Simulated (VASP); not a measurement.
A run of VASP 6.6.1:

File INCAR:

```
SYSTEM = P
  PREC = Accurate
  ENCUT = 520
  EDIFF = 1E-7
  ISMEAR = 0
  SIGMA = 0.1
  LREAL = .False.
  LASPH = .True.
  NELM = 60
  ALGO = Normal
  ISIF = 2
  LWAVE = .False.
  LCHARG = .False.
  GGA = PE
  IVDW = 12
  NBANDS = 8
```

Contents of KPOINTS:

```
regular mesh
0
Gamma
  18 18 18
  0 0 0
```

The input POSCAR:

```
P
1.0
    2.4310960750      0.0000000000      0.0000000000
    0.0000000000      2.4310960750      0.0000000000
    0.0000000000      0.0000000000      2.4312054915
P
1
Direct
    0.0000000000      0.0000000000      0.0000000000
```

Potentials or basis: VASP PAW PBE potentials, release 64 (P).

The run is started by

```bash
$ cat potpaw_PBE.64/P/POTCAR > POTCAR
$ mpirun -np 1 vasp_std > vasp.out
```

Hardware: 1 thread of Intel(R) Xeon(R) Platinum 8375C CPU @ 2.90GHz (Ice Lake), on a shared host.

How long does it take, and how much memory?

Wall time 35 s on 1 thread of Intel(R) Xeon(R) Platinum 8375C CPU @ 2.90GHz (Ice Lake) (shared host), peak memory 0.16 GiB. Counts: scf iterations 11, k points 550.
